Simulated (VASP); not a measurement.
Crystal: Nb2H3.

```xyz
5
Lattice="1.4665 0.8467 6.7980 -1.4665 0.8467 6.7980 0.0000 -1.6934 6.7980" Properties=species:S:1:pos:R:3 pbc="T T T"
Nb    0.0000    0.0000    8.1575
Nb    0.0000    0.0000   12.2363
H     0.0000    0.0000    0.0000
H     0.0000    0.0000    4.2725
H     0.0000    0.0000   16.1213
```

```yaml
Program: VASP 6.6.1
Task: relaxation of cell and atoms
Functional: PBE
Potentials_or_basis: VASP PAW PBE potentials, release 64 (Nb_sv, H)
Cutoff: 600 eV
k_mesh: 6 × 6 × 6
Occupations: gaussian, width 0.1 eV
Spin: no spin polarisation
```

At the start: pressure -3.9 GPa; volume 10.13 Å³/atom.

Where does the relaxation end?

Over 21 steps the energy falls by 28.3 meV/atom and the volume is 10.75 Å³/atom (+6.1 %); space group R-3m (No. 166, to 0.1 Å) before and after.

Step by step:
```
step  energy change (eV)  largest force (eV/Å)  pressure (GPa)  volume (Å³)
   1              0.0000                0.5119           -3.91        50.64
   2             -0.0609                0.3722            2.23        48.85
   3             -0.0609                0.3729            2.20        48.86
   4             -0.0884                0.3119            0.87        49.28
   5             -0.1006                0.2220           -1.26        50.01
   6             -0.1016                0.2385           -0.83        49.86
   7             -0.1125                0.1219            0.30        49.65
   8             -0.1125                0.1268            0.31        49.64
   9             -0.1154                0.0997            0.41        49.78
  10             -0.1224                0.0120            0.78        50.20
  11             -0.1279                0.2088            1.58        51.04
  12             -0.1290                0.1957            1.45        51.15
  13             -0.1318                0.1545            1.05        51.48
  14             -0.1357                0.0749            0.31        52.14
  15             -0.1375                0.0743           -1.06        53.46
  16             -0.1377                0.0397           -0.74        53.14
  17             -0.1388                0.0503           -0.51        53.20
  18             -0.1403                0.0750            0.20        53.38
  19             -0.1403                0.0784            0.30        53.39
  20             -0.1409                0.0466            0.22        53.52
  21             -0.1413                0.0096            0.15        53.74
```

Final structure:
```xyz
5
Lattice="1.4793 0.8541 7.0884 -1.4793 0.8541 7.0884 0.0000 -1.7082 7.0884" Properties=species:S:1:pos:R:3 pbc="T T T"
Nb    0.0000    0.0000    8.3722
Nb    0.0000    0.0000   12.8931
H     0.0000    0.0000   21.2653
H     0.0000    0.0000    4.7540
H     0.0000    0.0000   16.5114
```

Caveat: the k points lie up to 0.41 Å⁻¹ apart in the final cell, too coarse for converged energies and pressures of a metal.
